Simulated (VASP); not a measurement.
# Co (P6_3/mmc) in VASP: further runs

Co is run at these levels: PBEsol; tasks: single point.

Program: VASP 6.6.1. These are calculated values, not measurements. Logs are shortened: lines on timing, memory, paths and dates and some standing lists are left out, and cuts for length are marked.

### Step 1. The cell of the first run

Symmetry: P6_3/mmc, No. 194, hexagonal system. The conventional cell has a = 2.526 Å, b = 2.526 Å, c = 3.755 Å, α = 90.00°, β = 90.00°, γ = 120.00°. Co (site symmetry -6m2) has 12 Co at 2.38 to 2.53 Å within 3.1 Å.

### Step 2. Single point, PBEsol, collinear spin, ferromagnetic start

Input file INCAR:

```
PREC = Accurate ; ENCUT = 520
EDIFF = 1E-6 ; ISMEAR = 0
SIGMA = 0.15 ; LREAL = False
LASPH = True ; NELM = 150
ALGO = Normal ; ISIF = 2
LWAVE = False ; LCHARG = True
ISPIN = 2 ; MAGMOM = 1.8 1.8
LORBIT = 11 ; LMAXMIX = 4
GGA = PS ; LELF = True
LVHAR = True ; NBANDS = 20
```

Input file KPOINTS:

```
regular mesh
0
Gamma
  30 30 16
```

Input file POSCAR:

```
Co
1.0
    2.5256499322      0.0000000000      0.0000000000
   -1.2628249661      2.1872770023      0.0000000000
    0.0000000000      0.0000000000      3.7548379146
Co
2
Direct
    0.6666666667      0.3333333333      0.2500000000
    0.3333333333      0.6666666667      0.7500000000
```

Potentials or basis: VASP PAW PBE potentials, release 64 (Co).

On the command line:

```bash
$ cat potpaw_PBE.64/Co/POTCAR > POTCAR
$ mpirun -np 1 vasp_std > vasp.out
```

OUTCAR:

```text
PREC = Accurate
   ENCUT = 520
   EDIFF = 1E-6
   ISMEAR = 0
   LREAL = False
   LASPH = True
   NELM = 150
   ISIF = 2
   ISPIN = 2
   LORBIT = 11
   GGA = PS

 ion  position               nearest neighbor table
   1  0.667  0.333  0.250-   2 2.38   2 2.38   2 2.38   2 2.38   2 2.38   2 2.38
   2  0.333  0.667  0.750-   1 2.38   1 2.38   1 2.38   1 2.38   1 2.38   1 2.38

  LATTYP: Found a hexagonal cell.
 ALAT       =     2.5256499322
 C/A-ratio  =     1.4866818504

  Lattice vectors:

 A1 = (   2.5256499322,   0.0000000000,   0.0000000000)
 A2 = (  -1.2628249661,   2.1872770023,   0.0000000000)
 A3 = (   0.0000000000,   0.0000000000,   3.7548379146)

Analysis of symmetry for initial positions (statically):
=====================================================================
 Subroutine PRICEL returns:
 Original cell was already a primitive cell.

 Routine SETGRP: Setting up the symmetry group for a
 hexagonal supercell.

 Subroutine GETGRP returns: Found 24 space group operations
 (whereof 12 operations were pure point group operations)
 out of a pool of 24 trial point group operations.

The static configuration has the point symmetry D_3d.
 The point group associated with its full space group is D_6h.

Analysis of symmetry for dynamics (positions and initial velocities):
=====================================================================
 Subroutine PRICEL returns:
 Original cell was already a primitive cell.

 Routine SETGRP: Setting up the symmetry group for a
 hexagonal supercell.

 Subroutine GETGRP returns: Found 24 space group operations
 (whereof 12 operations were pure point group operations)
 out of a pool of 24 trial point group operations.

The dynamic configuration has the point symmetry D_3d.
 The point group associated with its full space group is D_6h.

Analysis of structural, dynamic, and magnetic symmetry:
=====================================================================
 Subroutine PRICEL returns:
 Original cell was already a primitive cell.

 Routine SETGRP: Setting up the symmetry group for a
 hexagonal supercell.

 Subroutine GETGRP returns: Found 24 space group operations
 (whereof 12 operations were pure point group operations)
 out of a pool of 24 trial point group operations.

The overall configuration has the point symmetry D_3d.
 The point group associated with its full space group is D_6h.

 Subroutine INISYM returns: Found 24 space group operations
 (whereof 12 operations are pure point group operations),
 and found     1 'primitive' translations

----------------------------------------------------------------------------------------

                                     Primitive cell

  volume of cell :      20.7428

  direct lattice vectors                    reciprocal lattice vectors
     2.525649932  0.000000000  0.000000000     0.395937690  0.228594732  0.000000000
    -1.262824966  2.187277002  0.000000000     0.000000000  0.457189464  0.000000000
     0.000000000  0.000000000  3.754837915     0.000000000  0.000000000  0.266323080

  length of vectors
     2.525649932  2.525649932  3.754837915     0.457189464  0.457189464  0.266323080

  position of ions in fractional coordinates (direct lattice)
     0.666666667  0.333333333  0.250000000
     0.333333333  0.666666667  0.750000000

  ion indices of the primitive-cell ions
   primitive index   ion index
                 1           1
                 2           2

----------------------------------------------------------------------------------------

 KPOINTS: regular mesh

Automatic generation of k-mesh.
 Grid dimensions read from file:
 generate k-points for:   30   30   16

 Generating k-lattice:

  Cartesian coordinates                     Fractional coordinates (reciprocal lattice)
     0.013197923  0.007619824  0.000000000     0.033333333  0.000000000  0.000000000
     0.000000000  0.015239649  0.000000000     0.000000000  0.033333333  0.000000000
     0.000000000  0.000000000  0.016645193     0.000000000  0.000000000  0.062500000

  Length of vectors
     0.015239649  0.015239649  0.016645193

  Shift w.r.t. Gamma in fractional coordinates (k-lattice)
     0.000000000  0.000000000  0.000000000

 Subroutine IBZKPT returns following result:
 ===========================================

 Found    819 irreducible k-points:

 Following reciprocal coordinates:
            Coordinates               Weight
  0.000000  0.000000  0.000000      1.000000
  0.033333  0.000000  0.000000      6.000000
  0.066667  0.000000  0.000000      6.000000
  0.100000  0.000000  0.000000      6.000000
  0.133333  0.000000  0.000000      6.000000
  0.166667  0.000000  0.000000      6.000000
[... 16 lines left out ...]
  0.233333  0.033333  0.000000     12.000000
  0.266667  0.033333  0.000000     12.000000
 [... further k-points ...]
   k-points           NKPTS =    819   k-points in BZ     NKDIM =    819   number of bands    NBANDS=     20
   number of dos      NEDOS =    301   number of ions     NIONS =      2
   total plane-waves  NPLWV =  11200
   dimension x,y,z NGX =    20 NGY =   20 NGZ =   28
   dimension x,y,z NGXF=    40 NGYF=   40 NGZF=   56
   ions per type =               2
   NGX,Y,Z   is equivalent  to a cutoff of  13.16, 13.16, 12.40 a.u.
   NGXF,Y,Z  is equivalent  to a cutoff of  26.33, 26.33, 24.79 a.u.
 SYSTEM =  unknown system
   PREC   = accura    normal or accurate (medium, high low for compatibility)
   ISTART =      0    job   : 0-new  1-cont  2-samecut
   ICHARG =      2    charge: 1-file 2-atom 10-const
   ISPIN  =      2    spin polarized calculation?
   LNONCOLLINEAR =      F non collinear calculations
   LSORBIT =      F    spin-orbit coupling
   LASPH  =      T    aspherical Exc in radial PAW
   ENCUT  =  520.0 eV  38.22 Ry    6.18 a.u.   4.70  4.70  6.98*2*pi/ulx,y,z
   NELM   =    150;   NELMIN=  2; NELMDL= -5     # of ELM steps
   EDIFF  = 0.1E-05   stopping-criterion for ELM
   LREAL  =      F    real-space projection
   EDIFFG = 0.1E-04   stopping-criterion for IOM
   NSW    =      0    number of steps for IOM
   IBRION =     -1    ionic relax: 0-MD 1-quasi-New 2-CG
   NFREE  =      0    steps in history (QN), initial steepest desc. (CG)
   ISIF   =      2    stress and relaxation
   ISYM   =      2    0-nonsym 1-usesym 2-fastsym
   POTIM  = 0.5000    time-step for ionic-motion
   TEBEG  =    0.0;   TEEND  =   0.0 temperature during run
   PSTRESS=    0.0 pullay stress
   NELECT =      18.0000    total number of electrons
   NUPDOWN=      -1.0000    fix difference up-down
   EMIN   =  10.00;   EMAX   =-10.00  energy-range for DOS
   EFERMI =   0.00;   METHOD = LEGACY
   ISMEAR =     0;   SIGMA  =   0.15  broadening in eV -4-tet -1-fermi 0-gaus
   EFERMI_NEDOS =   21; number of points for ismear=-14 and -15
   IALGO  =     38    algorithm
   IMIX   =      4    mixing-type and parameters
     AMIX     =   0.40;   BMIX     =  1.00
     AMIX_MAG =   1.60;   BMIX_MAG =  1.00
  volume/ion in A,a.u.               =      10.37        69.99
  Fermi-wavevector in a.u.,A,eV,Ry     =   1.561503  2.950814 33.174992  2.438293
  Thomas-Fermi vector in A             =   2.664559
   LORBIT       =     11    0 simple, 1 ext, 2 COOP (PROOUT), +10 PAW based schemes
   GGA     = PS    functional components
   LHFCALC =     F    Hartree Fock is set to
   AEXX    =    0.0000 exact exchange contribution
   IVDW    =     0    specifies the selected vdW correction
   LEPSILON=     F    determine dielectric tensor
   LRPA    =     F    only Hartree local field effects (RPA)
 spin polarized calculation
 Gauss-broadening in eV      SIGMA  =   0.15
  energy-cutoff  :      520.00
  volume of cell :       20.74
 maximum number of plane-waves:       578
 NGX is ok and might be reduce to    20

 number of electron      17.9999995 magnetization       3.0865877

 Free energy of the ion-electron system (eV)
  ---------------------------------------------------
  ext. energy  EPLUGINS =         0.00000000
  ---------------------------------------------------
  free energy    TOTEN  =       -15.38795983 eV

  energy without entropy =      -15.36969990  energy(sigma->0) =      -15.37882986

 E-fermi :  10.6956     XC(G=0): -13.8404

 val. band max:       10.6949840880   @ k =   0.1333   0.0333   0.1250
 cond. band min:      10.6965730323   @ k =   0.1333   0.1333   0.0625
 fundamental gap:      0.0015889442
 Fermi energy:        10.6956404596

 spin component 1

 k-point     1 :       0.0000    0.0000    0.0000
  band No.  band energies     occupation
      1       1.4925      1.00000
      2       5.4046      1.00000
      3       8.0509      1.00000
      4       8.0509      1.00000
      5       8.5002      1.00000
      6       8.5002      1.00000
[... 12 lines left out ...]
     19      35.6923      0.00000
     20      38.5696      0.00000
[... 507 lines left out ...]
 k-point    24 :       0.2667    0.0333    0.0000
  band No.  band energies     occupation
      1       3.9561      1.00000
      2       6.1258      1.00000
      3       6.9677      1.00000
      4       7.2034      1.00000
      5       7.9328      1.00000
      6       8.4094      1.00000
[... 12 lines left out ...]
     19      35.0249      0.00000
     20      37.9866      0.00000

 [... further k-points ...]

 spin component 2

 k-point     1 :       0.0000    0.0000    0.0000
  band No.  band energies     occupation
      1       1.5538      1.00000
      2       6.3996      1.00000
      3       9.6107      1.00000
      4       9.6107      1.00000
      5      10.1250      1.00000
      6      10.1250      1.00000
[... 12 lines left out ...]
     19      36.0611      0.00000
     20      38.4157      0.00000
[... 507 lines left out ...]
 k-point    24 :       0.2667    0.0333    0.0000
  band No.  band energies     occupation
      1       4.0901      1.00000
      2       7.3082      1.00000
      3       8.1283      1.00000
      4       8.4452      1.00000
      5       9.4406      1.00000
      6       9.9309      1.00000
[... 12 lines left out ...]
     19      35.0583      0.00000
     20      38.3144      0.00000

 [... further k-points ...]

------------------------ aborting loop because EDIFF is reached ----------------------------------------

  FORCE on cell =-STRESS in cart. coord.  units (eV):
  Direction    XX          YY          ZZ          XY          YZ          ZX
  --------------------------------------------------------------------------------------
  -------------------------------------------------------------------------------------
  Total       -1.0197730     -1.0197730      2.3064584     -0.0000000      0.0000000      0.0000000
  in kB      -78.7672991    -78.7672991    178.1509195     -0.0000000      0.0000000      0.0000000
  external PRESSURE =       6.8721071 kB  Pullay stress =       0.0000000 kB

 VOLUME and BASIS-vectors are now :
 -----------------------------------------------------------------------------
  energy-cutoff  :      520.00
  volume of cell :       20.74
      direct lattice vectors                 reciprocal lattice vectors
     2.525649932  0.000000000  0.000000000     0.395937690  0.228594732  0.000000000
    -1.262824966  2.187277002  0.000000000     0.000000000  0.457189464  0.000000000
     0.000000000  0.000000000  3.754837915     0.000000000  0.000000000  0.266323080

 POSITION                                       TOTAL-FORCE (eV/Angst)
 -----------------------------------------------------------------------------------
      1.26282      0.72909      0.93871         0.000000      0.000000      0.000000
     -0.00000      1.45818      2.81613        -0.000000     -0.000000      0.000000
 -----------------------------------------------------------------------------------
    total drift:                                0.000000     -0.000000     -0.000000

  FREE ENERGIE OF THE ION-ELECTRON SYSTEM (eV)
  ---------------------------------------------------
  free  energy   TOTEN  =       -15.3879598296 eV

  energy  without entropy=      -15.3696998952  energy(sigma->0) =      -15.37882986

 total charge

# of ion       s       p       d       tot
------------------------------------------
    1        0.510   0.565   7.302   8.376
    2        0.510   0.565   7.302   8.376
--------------------------------------------------
tot          1.020   1.129  14.603  16.753

 magnetization (x)

# of ion       s       p       d       tot
------------------------------------------
    1       -0.016  -0.052   1.618   1.550
    2       -0.016  -0.052   1.618   1.550
--------------------------------------------------
tot         -0.032  -0.104   3.236   3.100
```

Run time: 7.4 min. Hardware: 1 thread of Intel Xeon Platinum 8488C (Sapphire Rapids), shared host; peak memory 0.53 GiB.

Results:

```yaml
Free_energy: -15.3880 eV
Pressure: 0.7 GPa
Net_moment: 3.09 μB per cell
Site_moments: Co +1.55 μB
Valence_electrons_inside_the_program's_atomic_spheres: Co 8.38
```

Levels at points of the mesh, in eV from the Fermi level:
Spin up:
```csv
k point,band 7,band 8,band 9,band 10,band 11,band 12,band 13,band 14
"(0.00, 0.00, 0.00)",-2.18,-2.16,-2.16,-0.61,-0.61,0.92,8.08,21.23
"(0.50, 0.00, 0.00)",-1.89,-0.79,-0.53,-0.22,1.26,3.24,10.69,11.37
"(0.00, 0.00, 0.50)",-2.66,-2.66,-0.93,-0.93,-0.93,-0.93,17.78,17.78
"(0.50, 0.00, 0.50)",-1.02,-1.02,-0.62,-0.62,1.59,1.59,7.53,7.53
```
Spin down:
| k point | band 3 | band 4 | band 5 | band 6 | band 7 | band 8 | band 9 | band 10 | band 11 | band 12 |
| --- | --- | --- | --- | --- | --- | --- | --- | --- | --- | --- |
| (0.00, 0.00, 0.00) | -1.08 | -1.08 | -0.57 | -0.57 | -0.57 | -0.57 | -0.53 | 0.95 | 1.11 | 1.11 |
| (0.50, 0.00, 0.00) | -3.37 | -2.25 | -1.59 | -0.83 | -0.30 | 1.01 | 1.29 | 1.55 | 2.58 | 4.31 |
| (0.00, 0.00, 0.50) | -1.30 | -1.30 | -1.30 | -1.30 | -1.27 | -1.27 | 0.79 | 0.79 | 0.79 | 0.79 |
| (0.50, 0.00, 0.50) | -2.33 | -2.33 | -0.29 | -0.29 | 0.22 | 0.22 | 1.19 | 1.19 | 2.31 | 2.31 |

Caveat: the PAW data sets were made with another functional, which shifts forces and pressure a little.

### Step 3. Single point, PBEsol, collinear spin, ferromagnetic start

This run uses another cell than the first one, of the same volume but with other edges.

Input file INCAR:

```
PREC = Accurate ; ENCUT = 520
EDIFF = 1E-6 ; ISMEAR = 0
SIGMA = 0.15 ; LREAL = F
LASPH = T ; NELM = 150
ALGO = Normal ; ISIF = 2
LWAVE = F ; LCHARG = F
ISPIN = 2 ; MAGMOM = 1.8 1.8
LORBIT = 11 ; LMAXMIX = 4
GGA = PS ; NBANDS = 20
```

Input file KPOINTS:

```
Automatic mesh
0
Gamma
  30 30 16
```

Input file POSCAR:

```
Co
1.0
    2.3115786897      0.0000000000      0.0000000000
   -1.1557893449      2.0018858682      0.0000000000
    0.0000000000      0.0000000000      4.4824983702
Co
2
Direct
    0.6666666667      0.3333333333      0.2500000000
    0.3333333333      0.6666666667      0.7500000000
```

Potentials or basis: VASP PAW PBE potentials, release 64 (Co).

On the command line:

```bash
$ cat potpaw_PBE.64/Co/POTCAR > POTCAR
$ mpirun -np 1 vasp_std > vasp.out
```

OUTCAR:

```text
PREC = Accurate
   ENCUT = 520
   EDIFF = 1E-6
   ISMEAR = 0
   LREAL = F
   LASPH = T
   NELM = 150
   ISIF = 2
   ISPIN = 2
   LORBIT = 11
   GGA = PS

 ion  position               nearest neighbor table
   1  0.667  0.333  0.250-   2 2.61   2 2.61   2 2.61   2 2.61   2 2.61   2 2.61
   2  0.333  0.667  0.750-   1 2.61   1 2.61   1 2.61   1 2.61   1 2.61   1 2.61

  LATTYP: Found a hexagonal cell.
 ALAT       =     2.3115786897
 C/A-ratio  =     1.9391502397

  Lattice vectors:

 A1 = (   2.3115786897,   0.0000000000,   0.0000000000)
 A2 = (  -1.1557893449,   2.0018858682,   0.0000000000)
 A3 = (   0.0000000000,   0.0000000000,   4.4824983702)

Analysis of symmetry for initial positions (statically):
=====================================================================
 Subroutine PRICEL returns:
 Original cell was already a primitive cell.

 Routine SETGRP: Setting up the symmetry group for a
 hexagonal supercell.
[... 753 lines left out ...]
      2       5.8021      1.00000
      3       8.5517      1.00000
      4       8.8657      1.00000
      5       9.6990      1.00000
      6       9.6990      1.00000
[... 541 lines left out ...]
     19      36.9559      0.00000
     20      37.5606      0.00000

 [... further k-points ...]

------------------------ aborting loop because EDIFF is reached ----------------------------------------

  FORCE on cell =-STRESS in cart. coord.  units (eV):
  Direction    XX          YY          ZZ          XY          YZ          ZX
  --------------------------------------------------------------------------------------
  -------------------------------------------------------------------------------------
  Total        3.7202359      3.7202359     -3.8465520     -0.0000000      0.0000000     -0.0000000
  in kB      287.3511440    287.3511440   -297.1077972     -0.0000000      0.0000000     -0.0000000
  external PRESSURE =      92.5314969 kB  Pullay stress =       0.0000000 kB

 VOLUME and BASIS-vectors are now :
 -----------------------------------------------------------------------------
  energy-cutoff  :      520.00
  volume of cell :       20.74
      direct lattice vectors                 reciprocal lattice vectors
     2.311578690  0.000000000  0.000000000     0.432604784  0.249764489  0.000000000
    -1.155789345  2.001885868  0.000000000     0.000000000  0.499528977  0.000000000
     0.000000000  0.000000000  4.482498370     0.000000000  0.000000000  0.223089875

 POSITION                                       TOTAL-FORCE (eV/Angst)
 -----------------------------------------------------------------------------------
      1.15579      0.66730      1.12062        -0.000000     -0.000000      0.000000
     -0.00000      1.33459      3.36187         0.000000      0.000000      0.000000
 -----------------------------------------------------------------------------------
    total drift:                                0.000000     -0.000000     -0.000000

  FREE ENERGIE OF THE ION-ELECTRON SYSTEM (eV)
  ---------------------------------------------------
  free  energy   TOTEN  =       -15.0140044295 eV

  energy  without entropy=      -14.9875608415  energy(sigma->0) =      -15.00078264

 total charge

# of ion       s       p       d       tot
------------------------------------------
    1        0.524   0.578   7.313   8.416
    2        0.524   0.578   7.313   8.416
--------------------------------------------------
tot          1.048   1.156  14.627  16.832

 magnetization (x)

# of ion       s       p       d       tot
------------------------------------------
    1       -0.010  -0.042   1.657   1.606
    2       -0.010  -0.042   1.657   1.606
--------------------------------------------------
tot         -0.019  -0.083   3.315   3.212
```

stdout:

```text
POSCAR found type information on POSCAR Co
 POSCAR found :  1 types and       2 ions
 scaLAPACK will be used
 -----------------------------------------------------------------------------
|                                                                             |
|                                                                             |
|     You enforced a specific xc type in the INCAR file but a different       |
|     I HOPE YOU KNOW WHAT YOU ARE DOING!                                     |
|                                                                             |
 -----------------------------------------------------------------------------

 LDA part: xc-table for (Slater+PW92), standard interpolation
 POSCAR, INCAR and KPOINTS ok, starting setup
 FFT: planning ... GRIDC
 FFT: planning ... GRID_SOFT
 FFT: planning ... GRID
 WAVECAR not read
 entering main loop
```

Run time: 13 min. Hardware: 1 thread of Oxide Virtual Turin-like, shared host; peak memory 0.5 GiB.

Results:

- Free energy: -15.0140 eV
- Pressure: 9.3 GPa
- Net moment: 3.21 μB per cell
- Site moments: Co +1.61 μB
- Valence electrons inside the program's atomic spheres: Co 8.42

Caveat: the cell stands under pressure; the PAW data sets were made with another functional, which shifts forces and pressure a little.
